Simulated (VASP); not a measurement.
The system is SnSe2.

```
CELL_PARAMETERS angstrom
3.82557 0.00000 0.00000
-1.91279 3.31304 0.00000
0.00000 0.00000 6.72832
ATOMIC_POSITIONS crystal
Sn 0.00000 0.00000 0.00000
Se 0.33333 0.66667 0.23487
Se 0.66667 0.33333 0.76513
```

| Quantity | Value |
| --- | --- |
| Program | VASP 6.6.1 |
| Task | relaxation of shape and atoms at fixed volume |
| Functional | PBE |
| Potentials or basis | VASP PAW PBE potentials, release 64 (Sn_d, Se) |
| Cutoff | 600 eV |
| k mesh | 12 × 12 × 4 |
| Occupations | gaussian, width 0.02 eV |
| Spin | no spin polarisation |

At the start: pressure 2.1 GPa; volume 28.43 Å³/atom.

Q: Where does the relaxation end?

A: Over 6 steps the energy falls by 5.1 meV/atom; space group P-3m1 (No. 164, to 0.1 Å) before and after.

Step by step:
```csv
step,energy change (eV),largest force (eV/Å),pressure (GPa),volume (Å³)
1,0.0000,0.2832,2.09,85.28
2,-0.0064,0.1635,1.62,85.28
3,-0.0104,0.0720,0.69,85.28
4,-0.0144,0.0589,0.36,85.28
5,-0.0151,0.0519,0.17,85.28
6,-0.0154,0.0072,0.33,85.28
```

Final structure:
```cif
data_structure
_symmetry_space_group_name_H-M 'P 1'
_symmetry_Int_Tables_number 1
_cell_length_a 3.8677
_cell_length_b 3.8677
_cell_length_c 6.5825
_cell_angle_alpha 90.000
_cell_angle_beta 90.000
_cell_angle_gamma 120.000
_cell_volume 85.28
loop_
_atom_site_label
_atom_site_type_symbol
_atom_site_fract_x
_atom_site_fract_y
_atom_site_fract_z
_atom_site_occupancy
Sn1 Sn 0.00000 0.00000 0.00000 1
Se1 Se 0.33333 0.66667 0.24256 1
Se2 Se 0.66667 0.33333 0.75744 1
```

Caveat: this functional lacks dispersion, which binds layers or chains, so the pressure and a relaxed spacing across them are unreliable.
